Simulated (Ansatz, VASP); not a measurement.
# Ir: VASP beside Ansatz

Contents of INCAR:

```
SYSTEM = Ir
  PREC = Accurate
  ENCUT = 520
  EDIFF = 1E-6
  ISMEAR = -1
  SIGMA = 0.1
  LREAL = .FALSE.
  LASPH = .TRUE.
  NELM = 100
  ALGO = Normal
  ISIF = 2
  LWAVE = .FALSE.
  LCHARG = .TRUE.
  GGA = B5
  ALDAX = 1.0
  AGGAX = 1.0
  AGGAC = 1.0
  ALDAC = 0.0
  LELF = .TRUE.
  LVHAR = .TRUE.
  NBANDS = 26
```

The input KPOINTS:

```
regular mesh
0
G
  15 15 4
  0 0 0
```

The input POSCAR:

```
Ir
1.0
    2.8222120879      0.0000000000      0.0000000000
   -1.4111060439      2.4441073630      0.0000000000
    0.0000000000      0.0000000000      9.2221280138
Ir
4
Direct
    1.0000000000      1.0000000000      1.0000000000
    1.0000000000      1.0000000000      0.5000000000
    0.3333333333      0.6666666667      0.2500000000
    0.6666666667      0.3333333333      0.7500000000
```

Input for Ansatz:

```yaml
crystal:
  lattice:
    - [2.8222120879, 0.0, 0.0]
    - [-1.4111060439, 2.444107363, 0.0]
    - [0.0, 0.0, 9.2221280138]
  atoms:
    - { symbol: Ir, position: [1.0, 1.0, 1.0] }
    - { symbol: Ir, position: [1.0, 1.0, 0.5] }
    - { symbol: Ir, position: [0.3333333333, 0.6666666667, 0.25] }
    - { symbol: Ir, position: [0.6666666667, 0.3333333333, 0.75] }
hamiltonian:
  xc: blyp
  pseudopotentials:
    kind: paw
    azcp:
      Ir: "pseudopotentials/Ir.paw.azcp"
basis:
  ecutwfc: 420
  fft_grid_basis: typed
kpoints:
  mp_grid: { grid: [15, 15, 4], shift: [0, 0, 0] }
magnetization:
  spin_polarized: false
scf:
  occupations: { method: fermi_dirac, width: 0.1 }
  lower_state_search: "off"
output:
  stress: true
```

Alike in both runs: task single point; functional BLYP; k mesh 15 × 15 × 4; occupations fermi-dirac, width 0.1 eV; no spin polarisation.

```csv
,VASP,Ansatz
version,VASP 6.6.1,Ansatz 0.2.0
potentials or method,"VASP PAW PBE potentials, release 64 (Ir), cutoff 520 eV","plane waves (420 eV) with PAW, scalar-relativistic"
valence electrons in the cell,36,68
```

```csv
,VASP,Ansatz,Ansatz less VASP
pressure (GPa),-8.4,-10.3,-1.95
"traceless stress, the component that is largest in VASP (GPa)",-0.09,-0.09,+0.002
```

VASP's potentials were made for PBE, not for BLYP. VASP's potentials hold 36 valence electrons a cell and Ansatz's 68, so a difference there can come from the potentials and not from the codes.

Spin-orbit coupling is off throughout.
